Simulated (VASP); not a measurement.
# AgI (P6_3mc) in VASP: a series of runs

Runs on AgI. Level: PBE. Tasks: single point, relaxation of cell and atoms.

Program: VASP 6.6.1. These are calculated values, not measurements. Logs are shortened: lines on timing, memory, paths and dates and some standing lists are left out, and cuts for length are marked.

## 1. The cell of the first run

The structure is hexagonal, space group P6_3mc (No. 186). The conventional cell has a = 4.686 Å, b = 4.686 Å, c = 7.664 Å, α = 90.00°, β = 90.00°, γ = 120.00°. Ag (site symmetry 3m) has 4 I at 2.87 Å within 3.8 Å. Within 3.8 Å of I (site symmetry 3m) lie 4 Ag at 2.87 Å.

## 2. Single point, PBE

File INCAR:

```
PREC     = Accurate       # precision mode
ENCUT    = 500            # plane-wave cutoff, eV
EDIFF    = 1E-6           # SCF threshold, eV
ISMEAR   = 0              # smearing method
SIGMA    = 0.02           # smearing width, eV
LREAL    = False          # projectors in reciprocal space
LASPH    = True           # aspherical terms in the spheres
NELM     = 120            # most SCF steps
ALGO     = Normal         # electronic algorithm
ISIF     = 2              # what is computed and relaxed
LWAVE    = False          # write WAVECAR
LCHARG   = False          # write CHGCAR
GGA      = PE             # functional
NBANDS   = 26             # bands
GGA_COMPAT= False
```

File KPOINTS:

```
regular mesh
0
Gamma
  6 6 4
```

File POSCAR:

```
AgI
1.0
    4.6863266404      0.0000000000      0.0000000000
   -2.3431633202      4.0584779210      0.0000000000
    0.0000000000      0.0000000000      7.6635887899
Ag I
2 2
Direct
    0.3333333333      0.6666666667      0.0000656701
    0.6666666667      0.3333333333      0.5000656701
    0.3333333333      0.6666666667      0.3749343299
    0.6666666667      0.3333333333      0.8749343299
```

Potentials or basis: VASP PAW PBE potentials, release 64 (Ag, I).

Started as:

```console
$ cat potpaw_PBE.64/Ag/POTCAR potpaw_PBE.64/I/POTCAR > POTCAR
$ mpirun -np 1 vasp_std > vasp.out
```

OUTCAR:

```text
PREC = Accurate
   ENCUT = 500
   EDIFF = 1E-6
   ISMEAR = 0
   LREAL = False
   LASPH = True
   NELM = 120
   ISIF = 2
   GGA = PE

 ion  position               nearest neighbor table
   1  0.333  0.667  0.000-   4 2.87   4 2.87   4 2.87   3 2.87
   2  0.667  0.333  0.500-   3 2.87   3 2.87   3 2.87   4 2.87
   3  0.333  0.667  0.375-   2 2.87   2 2.87   2 2.87   1 2.87
   4  0.667  0.333  0.875-   1 2.87   1 2.87   1 2.87   2 2.87

  LATTYP: Found a hexagonal cell.
 ALAT       =     4.6863266404
 C/A-ratio  =     1.6353082868

  Lattice vectors:

 A1 = (   4.6863266404,   0.0000000000,   0.0000000000)
 A2 = (  -2.3431633202,   4.0584779210,   0.0000000000)
 A3 = (   0.0000000000,   0.0000000000,   7.6635887899)

Analysis of symmetry for initial positions (statically):
=====================================================================
 Subroutine PRICEL returns:
 Original cell was already a primitive cell.

 Routine SETGRP: Setting up the symmetry group for a
 hexagonal supercell.

 Subroutine GETGRP returns: Found 12 space group operations
 (whereof  6 operations were pure point group operations)
 out of a pool of 24 trial point group operations.

The static configuration has the point symmetry C_3v.
 The point group associated with its full space group is C_6v.

Analysis of symmetry for dynamics (positions and initial velocities):
=====================================================================
 Subroutine PRICEL returns:
 Original cell was already a primitive cell.

 Routine SETGRP: Setting up the symmetry group for a
 hexagonal supercell.

 Subroutine GETGRP returns: Found 12 space group operations
 (whereof  6 operations were pure point group operations)
 out of a pool of 24 trial point group operations.

The dynamic configuration has the point symmetry C_3v.
 The point group associated with its full space group is C_6v.

 Subroutine INISYM returns: Found 12 space group operations
 (whereof  6 operations are pure point group operations),
 and found     1 'primitive' translations

----------------------------------------------------------------------------------------

                                     Primitive cell

  volume of cell :     145.7565

  direct lattice vectors                    reciprocal lattice vectors
     4.686326640  0.000000000  0.000000000     0.213386748  0.123198896  0.000000000
    -2.343163320  4.058477921  0.000000000     0.000000000  0.246397792  0.000000000
     0.000000000  0.000000000  7.663588790     0.000000000  0.000000000  0.130487168

  length of vectors
     4.686326640  4.686326640  7.663588790     0.246397792  0.246397792  0.130487168

  position of ions in fractional coordinates (direct lattice)
     0.333333333  0.666666667  0.000065670
     0.666666667  0.333333333  0.500065670
     0.333333333  0.666666667  0.374934330
     0.666666667  0.333333333  0.874934330

  ion indices of the primitive-cell ions
   primitive index   ion index
                 1           1
                 2           2
                 3           3
                 4           4

----------------------------------------------------------------------------------------

 KPOINTS: regular mesh

Automatic generation of k-mesh.
 Grid dimensions read from file:
 generate k-points for:    6    6    4

 Generating k-lattice:

  Cartesian coordinates                     Fractional coordinates (reciprocal lattice)
     0.035564458  0.020533149  0.000000000     0.166666667  0.000000000  0.000000000
     0.000000000  0.041066299  0.000000000     0.000000000  0.166666667  0.000000000
     0.000000000  0.000000000  0.032621792     0.000000000  0.000000000  0.250000000

  Length of vectors
     0.041066299  0.041066299  0.032621792

  Shift w.r.t. Gamma in fractional coordinates (k-lattice)
     0.000000000  0.000000000  0.000000000

 Subroutine IBZKPT returns following result:
 ===========================================

 Found     21 irreducible k-points:

 Following reciprocal coordinates:
            Coordinates               Weight
  0.000000  0.000000  0.000000      1.000000
  0.166667 -0.000000  0.000000      6.000000
  0.333333 -0.000000  0.000000      6.000000
  0.500000 -0.000000  0.000000      3.000000
  0.166667  0.166667  0.000000      6.000000
  0.333333  0.166667  0.000000     12.000000
[... 13 lines left out ...]
  0.333333  0.166667  0.500000     12.000000
  0.333333  0.333333  0.500000      2.000000
   k-points           NKPTS =     21   k-points in BZ     NKDIM =     21   number of bands    NBANDS=     26
   number of dos      NEDOS =    301   number of ions     NIONS =      4
   total plane-waves  NPLWV =  72576
   dimension x,y,z NGX =    36 NGY =   36 NGZ =   56
   dimension x,y,z NGXF=    72 NGYF=   72 NGZF=  112
   ions per type =               2   2
   NGX,Y,Z   is equivalent  to a cutoff of  12.77, 12.77, 12.15 a.u.
   NGXF,Y,Z  is equivalent  to a cutoff of  25.54, 25.54, 24.30 a.u.
 SYSTEM =  unknown system
   PREC   = accura    normal or accurate (medium, high low for compatibility)
   ISTART =      0    job   : 0-new  1-cont  2-samecut
   ICHARG =      2    charge: 1-file 2-atom 10-const
   ISPIN  =      1    spin polarized calculation?
   LNONCOLLINEAR =      F non collinear calculations
   LSORBIT =      F    spin-orbit coupling
   LASPH  =      T    aspherical Exc in radial PAW
   ENCUT  =  500.0 eV  36.75 Ry    6.06 a.u.   8.54  8.54 13.97*2*pi/ulx,y,z
   NELM   =    120;   NELMIN=  2; NELMDL= -5     # of ELM steps
   EDIFF  = 0.1E-05   stopping-criterion for ELM
   LREAL  =      F    real-space projection
   EDIFFG = 0.1E-04   stopping-criterion for IOM
   NSW    =      0    number of steps for IOM
   IBRION =     -1    ionic relax: 0-MD 1-quasi-New 2-CG
   NFREE  =      0    steps in history (QN), initial steepest desc. (CG)
   ISIF   =      2    stress and relaxation
   ISYM   =      2    0-nonsym 1-usesym 2-fastsym
   POTIM  = 0.5000    time-step for ionic-motion
   TEBEG  =    0.0;   TEEND  =   0.0 temperature during run
   PSTRESS=    0.0 pullay stress
   NELECT =      36.0000    total number of electrons
   NUPDOWN=      -1.0000    fix difference up-down
   EMIN   =  10.00;   EMAX   =-10.00  energy-range for DOS
   EFERMI =   0.00;   METHOD = LEGACY
   ISMEAR =     0;   SIGMA  =   0.02  broadening in eV -4-tet -1-fermi 0-gaus
   EFERMI_NEDOS =   21; number of points for ismear=-14 and -15
   IALGO  =     38    algorithm
   IMIX   =      4    mixing-type and parameters
     AMIX     =   0.40;   BMIX     =  1.00
     AMIX_MAG =   1.60;   BMIX_MAG =  1.00
  volume/ion in A,a.u.               =      36.44       245.90
  Fermi-wavevector in a.u.,A,eV,Ry     =   1.027148  1.941028 14.354595  1.055033
  Thomas-Fermi vector in A             =   2.161078
   LORBIT       =      0    0 simple, 1 ext, 2 COOP (PROOUT), +10 PAW based schemes
   GGA     = PE    functional components
   LHFCALC =     F    Hartree Fock is set to
   AEXX    =    0.0000 exact exchange contribution
   IVDW    =     0    specifies the selected vdW correction
   LEPSILON=     F    determine dielectric tensor
   LRPA    =     F    only Hartree local field effects (RPA)
 non-spin polarized calculation
 Gauss-broadening in eV      SIGMA  =   0.02
  energy-cutoff  :      500.00
  volume of cell :      145.76
 maximum number of plane-waves:      3730
 NGX is ok and might be reduce to    36
   NGX = 17   NGY = 17   NGZ = 27

 number of electron      35.9999995 magnetization

 Free energy of the ion-electron system (eV)
  ---------------------------------------------------
  ext. energy  EPLUGINS =         0.00000000
  ---------------------------------------------------
  free energy    TOTEN  =        -9.58036341 eV

  energy without entropy =       -9.58036341  energy(sigma->0) =       -9.58036341

 E-fermi :   2.5788     XC(G=0):  -8.1420

 val. band max:        2.4610743466   @ k =   0.0000   0.0000   0.0000
 cond. band min:       3.8296624208   @ k =   0.0000   0.0000   0.0000
 fundamental gap:      1.3685880742
 Fermi energy:         2.5787648077

 k-point     1 :       0.0000    0.0000    0.0000
  band No.  band energies     occupation
      1     -10.0145      2.00000
      2      -9.7698      2.00000
      3      -1.3846      2.00000
      4      -1.3824      2.00000
      5      -1.3824      2.00000
      6      -1.2837      2.00000
[... 18 lines left out ...]
     25       9.1598      0.00000
     26       9.6662      0.00000

 k-point     2 :       0.1667   -0.0000    0.0000
  band No.  band energies     occupation
      1      -9.9617      2.00000
      2      -9.7442      2.00000
      3      -1.4262      2.00000
      4      -1.3476      2.00000
      5      -1.3421      2.00000
      6      -1.2539      2.00000
[... 18 lines left out ...]
     25       9.3533      0.00000
     26       9.6530      0.00000

 k-point     3 :       0.3333   -0.0000    0.0000
  band No.  band energies     occupation
      1      -9.8442      2.00000
      2      -9.7004      2.00000
      3      -1.4806      2.00000
      4      -1.3400      2.00000
      5      -1.2669      2.00000
      6      -1.1537      2.00000
[... 18 lines left out ...]
     25       9.8594      0.00000
     26      10.1814      0.00000

 k-point     4 :       0.5000   -0.0000    0.0000
  band No.  band energies     occupation
      1      -9.7715      2.00000
      2      -9.6903      2.00000
      3      -1.4667      2.00000
      4      -1.3583      2.00000
      5      -1.2335      2.00000
      6      -1.0683      2.00000
[... 18 lines left out ...]
     25       9.9404      0.00000
     26      11.5201      0.00000
[... 409 lines left out ...]
      1      -9.7930      2.00000
      2      -9.7930      2.00000
      3      -1.4941      2.00000
      4      -1.4941      2.00000
      5      -1.2446      2.00000
      6      -1.2446      2.00000
[... 18 lines left out ...]
     25       9.5586      0.00000
     26       9.5586      0.00000

 k-point    20 :       0.3333    0.1667    0.5000
  band No.  band energies     occupation
      1      -9.7299      2.00000
      2      -9.7299      2.00000
      3      -1.4773      2.00000
      4      -1.4773      2.00000
      5      -1.1747      2.00000
      6      -1.1747      2.00000
[... 18 lines left out ...]
     25       9.9351      0.00000
     26       9.9351      0.00000

 k-point    21 :       0.3333    0.3333    0.5000
  band No.  band energies     occupation
      1      -9.7088      2.00000
      2      -9.7088      2.00000
      3      -1.3711      2.00000
      4      -1.3711      2.00000
      5      -1.2233      2.00000
      6      -1.2233      2.00000
[... 18 lines left out ...]
     25      10.6724      0.00000
     26      10.6725      0.00000

------------------------ aborting loop because EDIFF is reached ----------------------------------------

  FORCE on cell =-STRESS in cart. coord.  units (eV):
  Direction    XX          YY          ZZ          XY          YZ          ZX
  --------------------------------------------------------------------------------------
  -------------------------------------------------------------------------------------
  Total       -0.0675953     -0.0675953     -0.0678463      0.0000000     -0.0000000      0.0000000
  in kB       -0.7430177     -0.7430177     -0.7457768      0.0000000     -0.0000000      0.0000000
  external PRESSURE =      -0.7439374 kB  Pullay stress =       0.0000000 kB

 VOLUME and BASIS-vectors are now :
 -----------------------------------------------------------------------------
  energy-cutoff  :      500.00
  volume of cell :      145.76
      direct lattice vectors                 reciprocal lattice vectors
     4.686326640  0.000000000  0.000000000     0.213386748  0.123198896  0.000000000
    -2.343163320  4.058477921  0.000000000     0.000000000  0.246397792  0.000000000
     0.000000000  0.000000000  7.663588790     0.000000000  0.000000000  0.130487168

 POSITION                                       TOTAL-FORCE (eV/Angst)
 -----------------------------------------------------------------------------------
     -0.00000      2.70565      0.00050        -0.000000      0.000000      0.000053
      2.34316      1.35283      3.83230         0.000000     -0.000000      0.000053
     -0.00000      2.70565      2.87334         0.000000      0.000000     -0.000053
      2.34316      1.35283      6.70514        -0.000000     -0.000000     -0.000053
 -----------------------------------------------------------------------------------
    total drift:                               -0.000000      0.000000     -0.000682

  FREE ENERGIE OF THE ION-ELECTRON SYSTEM (eV)
  ---------------------------------------------------
  free  energy   TOTEN  =        -9.5803634074 eV

  energy  without entropy=       -9.5803634074  energy(sigma->0) =       -9.58036341
```

Wall time 55 s (1 thread of Intel Xeon Platinum 8375C at 2.90GHz (Ice Lake), shared host); peak memory 0.28 GiB.

What came out:

```
Free energy            : -9.5804 eV
Pressure               : -0.1 GPa
Band gap on the k mesh : 1.37 eV
```

Levels at points of the mesh, in eV from the valence-band top:
| k point | band 16 | band 17 | band 18 | band 19 | band 20 | band 21 |
| --- | --- | --- | --- | --- | --- | --- |
| (0.00, 0.00, 0.00) | -0.06 | 0.00 | 0.00 | 1.37 | 2.67 | 5.85 |
| (0.50, 0.00, 0.00) | -1.59 | -0.91 | -0.64 | 3.31 | 3.65 | 4.90 |
| (0.00, 0.00, 0.50) | -0.32 | -0.32 | -0.32 | 2.64 | 2.64 | 5.65 |
| (0.50, 0.00, 0.50) | -1.11 | -1.11 | -1.11 | 3.30 | 3.30 | 4.94 |

Caveat: spin-orbit coupling is left out, which moves the levels of the heavy elements. PBE gaps usually lie below the measured ones, often by a third to a half.

## 3. Relaxation of cell and atoms, PBE

This run uses another cell than the first one, of 34.11 Å³/atom.

File INCAR:

```
PREC = Accurate
ENCUT = 500
EDIFF = 1E-7
ISMEAR = 0
SIGMA = 0.02
LREAL = False
LASPH = True
NELM = 120
ALGO = Normal
ISIF = 3
LWAVE = False
LCHARG = False
GGA = PE
IBRION = 2
NSW = 100
EDIFFG = -0.005
GGA_COMPAT = False
NELMIN = 4
```

File KPOINTS:

```
Automatic mesh
0
Gamma
  6 6 4
```

File POSCAR:

```
AgI
1.0
    4.5800015808      0.0000000000      0.0000000000
   -2.2900007904      3.9663977183      0.0000000000
    0.0000000000      0.0000000000      7.5100000000
Ag I
2 2
Direct
    0.3333333333      0.6666666667      0.0000000000
    0.6666666667      0.3333333333      0.5000000000
    0.3333333333      0.6666666667      0.3750000000
    0.6666666667      0.3333333333      0.8750000000
```

Potentials or basis: VASP PAW PBE potentials, release 64 (Ag, I).

Started as:

```console
$ cat potpaw_PBE.64/Ag/POTCAR potpaw_PBE.64/I/POTCAR > POTCAR
$ mpirun -np 1 vasp_std > vasp.out
```

Run time: 4.7 min. Hardware: 1 thread of Intel Xeon Platinum 8375C at 2.90GHz (Ice Lake), shared host; peak memory 0.29 GiB.

It converged, with:

```yaml
Free_energy: -9.5800 eV
Relaxed_volume: 36.37 Å³/atom
Relaxed_cell: a = 4.683 Å, b = 4.683 Å, c = 7.661 Å, α = 90.00°, β = 90.00°, γ = 120.00°
Space_group_after_relaxing_to_0.1_Å: P6_3mc (No. 186)
Energy_gained_by_relaxing: 13.0 meV/atom
Ionic_steps: 8
Pressure_after_relaxing: 0.0 GPa
Band_gap_on_the_k_mesh: 1.37 eV
```

The path:
| step | energy change (eV) | largest force (eV/Å) | pressure (GPa) | volume (Å³) |
| --- | --- | --- | --- | --- |
| 1 | 0.0000 | 0.0210 | 1.96 | 136.43 |
| 2 | -0.0518 | 0.0026 | 0.12 | 144.82 |
| 3 | -0.0520 | 0.0016 | 0.00 | 145.50 |
| 4 | -0.0520 | 0.0019 | 0.03 | 145.31 |
| 5 | -0.0520 | 0.0005 | 0.03 | 145.31 |
| 6 | -0.0520 | 0.0011 | 0.03 | 145.31 |
| 7 | -0.0520 | 0.0010 | 0.03 | 145.35 |
| 8 | -0.0520 | 0.0008 | 0.00 | 145.47 |

Final structure:
```yaml
crystal:
  lattice:
    - [4.68255, 0.00000, 0.00000]
    - [-2.34127, 4.05521, 0.00000]
    - [0.00000, 0.00000, 7.66069]
  atoms:
    - { symbol: Ag, position: [0.33333, 0.66667, 0.00016] }
    - { symbol: Ag, position: [0.66667, 0.33333, 0.50016] }
    - { symbol: I, position: [0.33333, 0.66667, 0.37484] }
    - { symbol: I, position: [0.66667, 0.33333, 0.87484] }
```

Levels at points of the mesh, in eV from the valence-band top:
| k point | band 15 | band 16 | band 17 | band 18 | band 19 | band 20 | band 21 | band 22 |
| --- | --- | --- | --- | --- | --- | --- | --- | --- |
| (0.00, 0.00, 0.00) | -0.64 | -0.06 | 0.00 | 0.00 | 1.37 | 2.67 | 5.85 | 5.85 |
| (0.50, 0.00, 0.00) | -1.98 | -1.60 | -0.92 | -0.64 | 3.31 | 3.65 | 4.90 | 5.80 |
| (0.00, 0.00, 0.50) | -0.33 | -0.33 | -0.33 | -0.33 | 2.64 | 2.64 | 5.65 | 5.65 |
| (0.50, 0.00, 0.50) | -1.11 | -1.11 | -1.11 | -1.11 | 3.30 | 3.30 | 4.94 | 4.94 |

Caveat: spin-orbit coupling is left out, which moves the levels of the heavy elements.
